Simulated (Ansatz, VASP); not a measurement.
Sr3Bi: VASP beside Ansatz

File INCAR:

```
ALGO = Fast
EDIFF = 1E-7
ENCUT = 520
GGA = PE
ISIF = 2
ISMEAR = 0
LASPH = True
LCHARG = False
LREAL = False
LWAVE = False
NBANDS = 30
NELM = 60
PREC = Accurate
SIGMA = 0.1
```

File KPOINTS:

```
k-points
0
Gamma
  6 6 10
```

The input POSCAR:

```
Sr3Bi
1.0
    7.5048340668      0.0000000000      0.0000000000
   -3.7524170334      6.4993769530      0.0000000000
    0.0000000000      0.0000000000      4.5662439341
Sr Bi
3 1
Direct
    0.6716414965      0.0000000000      0.5000000000
    0.0000000000      0.6716414965      0.5000000000
    0.3283585035      0.3283585035      0.5000000000
    0.0000000000      0.0000000000      0.0000000000
```

Input for Ansatz:

```yaml
crystal:
  lattice:
    - [7.5048340668, 0.0, 0.0]
    - [-3.7524170334, 6.499376953, 0.0]
    - [0.0, 0.0, 4.5662439341]
  atoms:
    - { symbol: Sr, position: [0.6716414965, 0.0, 0.5] }
    - { symbol: Sr, position: [0.0, 0.6716414965, 0.5] }
    - { symbol: Sr, position: [0.3283585035, 0.3283585035, 0.5] }
    - { symbol: Bi, position: [0.0, 0.0, 0.0] }
basis:
  ecutwfc: 420
kpoints:
  mp_grid: { grid: [6, 6, 10] }
  band_path:
    path:
      - [[0.0, 0.0, 0.0], [0.5, 0.0, 0.0], [0.33333333, 0.33333333, 0.0], [0.0, 0.0, 0.0], [0.0, 0.0, 0.5], [0.5, 0.0, 0.5], [0.33333333, 0.33333333, 0.5], [0.0, 0.0, 0.5]]
      - [[0.5, 0.0, 0.5], [0.5, 0.0, 0.0]]
      - [[0.33333333, 0.33333333, 0.5], [0.33333333, 0.33333333, 0.0]]
    npoints: 14
hamiltonian:
  xc: pbe
scf:
  occupations: { method: gaussian, width: 0.1 }
  n_extra_bands: 10
output:
  forces: true
  stress: true
  eigenvalues: true
  populations: true
  dos: { projected: true, de: 0.02, nscf_kmesh: { grid: [8, 8, 12] } }
  bader: true
  write_density: true
  write_potential: true
  elf: true
  volumetric_format: npy
```

Alike in both runs: task single point; functional PBE; k mesh 6 × 6 × 10; occupations gaussian, width 0.1 eV; no spin polarisation.

```csv
,VASP,Ansatz
version,VASP 6.6.1,Ansatz 0.2.0
potentials or method,"VASP PAW PBE potentials, release 64 (Sr_sv, Bi_d), cutoff 520 eV","scalar-relativistic, plane waves, PAW"
valence electrons in the cell,45,45
```

|  | VASP | Ansatz | Ansatz less VASP |
| --- | --- | --- | --- |
| gap on the k mesh at the Fermi level (eV) | none | none | - |
| pressure (GPa) | 0.0 | 0.0 | -0.01 |
| rms of the force components (eV/Å) | 0.000 | 0.004 | +0.0036 |

Atom by atom the forces differ by 0.004 eV/Å (rms over components). A gap of «none» marks a metal or a gap that the smearing closes.

Spin-orbit coupling is off throughout.
